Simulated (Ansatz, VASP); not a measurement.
This is a calculation of Pt for VASP 6.6.1.

The input INCAR:

```
SYSTEM = Pt
PREC = Accurate
ENCUT = 520
EDIFF = 1E-6
ISMEAR = -1
SIGMA = 0.05
LREAL = .FALSE.
LASPH = .TRUE.
NELM = 60
ALGO = Fast
ISIF = 2
LWAVE = .FALSE.
LCHARG = .FALSE.
GGA = PE
NBANDS = 17
```

Contents of KPOINTS:

```
Automatic mesh
0
G
  11 11 6
  0 0 0
```

POSCAR

```
Pt
1.0
    2.7606656158      0.0000000000      0.0000000000
   -1.3803328079      2.3908065546      0.0000000000
    0.0000000000      0.0000000000      4.7921340000
Pt
2
Direct
    0.3284440000      0.6879730000      0.2528560000
    0.6733180000      0.3227900000      0.7433810000
```

Potentials or basis: VASP PAW PBE potentials, release 64 (Pt).

Launch:

```sh
$ cat potpaw_PBE.64/Pt/POTCAR > POTCAR
$ mpirun -np 1 vasp_std > vasp.out
```

Task: Set up the same calculation for Ansatz 0.2.0. Potentials there: all-electron LAPW, scalar-relativistic.

Result: As run (the cutoff follows the program's own potentials):

File input.yaml:

```yaml
crystal:
  lattice:
    - [2.7606656158, 0.0, 0.0]
    - [-1.3803328079, 2.3908065546, 0.0]
    - [0.0, 0.0, 4.792134]
  atoms:
    - { symbol: Pt, position: [0.328444, 0.687973, 0.252856] }
    - { symbol: Pt, position: [0.673318, 0.32279, 0.743381] }
kpoints:
  mp_grid: { grid: [11, 11, 6] }
scf:
  occupations: { method: fermi_dirac, width: 0.05 }
hamiltonian:
  xc: pbe
  pseudopotentials: { kind: all_electron, lapw: { basis_error: 0.001 } }
output:
  forces: true
  stress: true
  eigenvalues: true
  populations: true
```

Potentials or basis: all-electron LAPW, scalar-relativistic.

The run is started by

```console
$ ansatz run input.yaml --threads 1 --pin off --max-ram 3072MiB --backend cpu --events-out ev --progress --plain --runs-dir out
```

Both were run:

|  | VASP | Ansatz | Ansatz less VASP |
| --- | --- | --- | --- |
| gap on the k mesh at the Fermi level (eV) | none | none | - |
| pressure (GPa) | -0.7 | -0.3 | +0.41 |
| traceless stress, the component that is largest in VASP (GPa) | -0.88 | -0.79 | +0.089 |
| rms of the force components (eV/Å) | 0.260 | 0.263 | +0.0024 |

Atom by atom the forces differ by 0.003 eV/Å (rms over components). A gap of «none» marks a metal or a gap that the smearing closes. Ansatz ran all-electron here, and VASP with PAW potentials.

Spin-orbit coupling is off throughout.
